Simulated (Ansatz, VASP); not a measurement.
Two plane-wave programs on C

```
C
1.0
     2.46495    0.00000    0.00000
    -1.23247    2.13471    0.00000
     0.00000    0.00000    6.74103
C
4
Direct
  0.00000 0.00000 0.00250
  0.00000 0.00000 0.50250
  0.33333 0.66667 0.00250
  0.66667 0.33333 0.50250
```

Alike in both runs: task single point; functional PBE; dispersion D3(BJ); k mesh 18 × 18 × 6; occupations gaussian, width 0.15 eV; no spin polarisation.

|  | VASP | Ansatz |
| --- | --- | --- |
| version | VASP 6.6.1 | Ansatz 0.2.0 |
| potentials or method | VASP PAW PBE potentials, release 64 (C), cutoff 520 eV | scalar-relativistic, plane waves, PAW |
| valence electrons in the cell | 16 | 16 |

```csv
,VASP,Ansatz,Ansatz less VASP
gap on the k mesh at the Fermi level (eV),none,none,-
pressure (GPa),0.5,0.0,-0.45
"traceless stress, the component that is largest in VASP (GPa)",-0.55,-0.02,+0.528
```

A gap of «none» marks a metal or a gap that the smearing closes.
